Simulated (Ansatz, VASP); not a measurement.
**Two plane-wave programs on In3BiP2**

INCAR

```
SYSTEM = In3BiP2
PREC = Accurate
ENCUT = 520
EDIFF = 1E-6
ISMEAR = -1
SIGMA = 0.02
LREAL = .FALSE.
LASPH = .TRUE.
NELM = 80
ALGO = Normal
ISIF = 2
LWAVE = .FALSE.
LCHARG = .FALSE.
GGA = PE
NBANDS = 41
```

The input KPOINTS:

```
Automatic mesh
0
G
  8 8 8
  0 0 0
```

POSCAR

```
In3BiP2
1.0
   -2.1812000988      2.1812000988      9.3156430280
    2.1812000988     -2.1812000988      9.3156430280
    2.1812000988      2.1812000988     -9.3156430280
P In Bi
2 3 1
Direct
    0.1742845509      0.1742845509      0.0000000000
    0.8257154491      0.8257154491      0.0000000000
    0.7500000000      0.2500000000      0.5000000000
    0.4018514097      0.9018514097      0.5000000000
    0.0981485903      0.5981485903      0.5000000000
    0.5000000000      0.5000000000      0.0000000000
```

Input for Ansatz:

```yaml
crystal:
  lattice:
    - [-2.1812000988, 2.1812000988, 9.315643028]
    - [2.1812000988, -2.1812000988, 9.315643028]
    - [2.1812000988, 2.1812000988, -9.315643028]
  atoms:
    - { symbol: P, position: [0.1742845509, 0.1742845509, 0.0] }
    - { symbol: In, position: [0.75, 0.25, 0.5] }
    - { symbol: P, position: [0.8257154491, 0.8257154491, 0.0] }
    - { symbol: In, position: [0.4018514097, 0.9018514097, 0.5] }
    - { symbol: Bi, position: [0.5, 0.5, 0.0] }
    - { symbol: In, position: [0.0981485903, 0.5981485903, 0.5] }
kpoints:
  mp_grid: { grid: [8, 8, 8] }
  band_path:
    path:
      - [[0.0, 0.0, 0.0], [-1.259302541436e-17, 1.259302541436e-17, 0.5], [0.25, 0.25, 0.25], [3.389777001293e-18, 0.5, -3.389777001293e-18], [0.0, 0.0, 0.0], [0.5, 0.5, -0.5], [0.2637058302819, 0.7362941697181, -0.2637058302819]]
      - [[-0.2637058302819, 0.2637058302819, 0.2637058302819], [0.0, 0.0, 0.0]]
      - [[-1.259302541436e-17, 1.259302541436e-17, 0.5], [-0.02741166056381, 0.02741166056381, 0.5]]
      - [[0.5, 0.5, -0.02741166056381], [0.5, 0.5, -0.5]]
    npoints: 10
hamiltonian:
  xc: pbe
scf:
  occupations: { method: fermi_dirac, width: 0.02 }
  n_extra_bands: 5
output:
  forces: true
  stress: true
  eigenvalues: true
  write_density: true
  write_potential: true
  elf: true
  volumetric_format: npy
```

Alike in both runs: task single point; functional PBE; k mesh 8 × 8 × 8; occupations fermi-dirac, width 0.02 eV; no spin polarisation.

```csv
,VASP,Ansatz
version,VASP 6.6.1,Ansatz 0.2.0
potentials or method,"VASP PAW PBE potentials, release 64 (P, In_d, Bi_d)","plane waves, PAW"
plane-wave cutoff (eV),520,420
valence electrons in the cell,64,64
```

```csv
,VASP,Ansatz,Ansatz less VASP
pressure (GPa),1.6,1.6,+0.04
rms of the force components (eV/Å),0.026,0.026,0.0000
```

The functional is the same, so the differences come from potentials, cutoffs and numerics.

Neither program's run includes spin-orbit coupling.
